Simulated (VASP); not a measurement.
Input of a VASP 6.6.1 run:

INCAR

```
SYSTEM = NaCl
PREC = Accurate
ENCUT = 500
EDIFF = 1E-6
ISMEAR = 0
SIGMA = 0.02
LREAL = .FALSE.
LASPH = .TRUE.
NELM = 120
ALGO = Normal
ISIF = 2
LWAVE = .FALSE.
LCHARG = .FALSE.
NBANDS = 14
GGA_COMPAT = .FALSE.
```

File KPOINTS:

```
Automatic mesh
0
G
  6 6 6
  0 0 0
```

File POSCAR:

```
NaCl
1.0
    0.0000000000      2.7321020083      2.7321020083
    2.7321020083      0.0000000000      2.7321020083
    2.7321020083      2.7321020083      0.0000000000
Na Cl
1 1
Direct
    0.0000000000      0.0000000000      0.0000000000
    0.5000000000      0.5000000000      0.5000000000
```

Potentials or basis: VASP PAW LDA potentials, release 64 (Na_pv, Cl).

Launch:

```console
$ cat potpaw_LDA.64/Na_pv/POTCAR potpaw_LDA.64/Cl/POTCAR > POTCAR
$ mpirun -np 1 vasp_std > vasp.out
```

**Question.** Predict the pressure.

**Answer.** 0.0 GPa.

**Question.** What does it give for the band gap on the k mesh?

**Answer.** 5.08 eV, direct.

A hybrid or GW would open this gap; LDA tends to underestimate it.
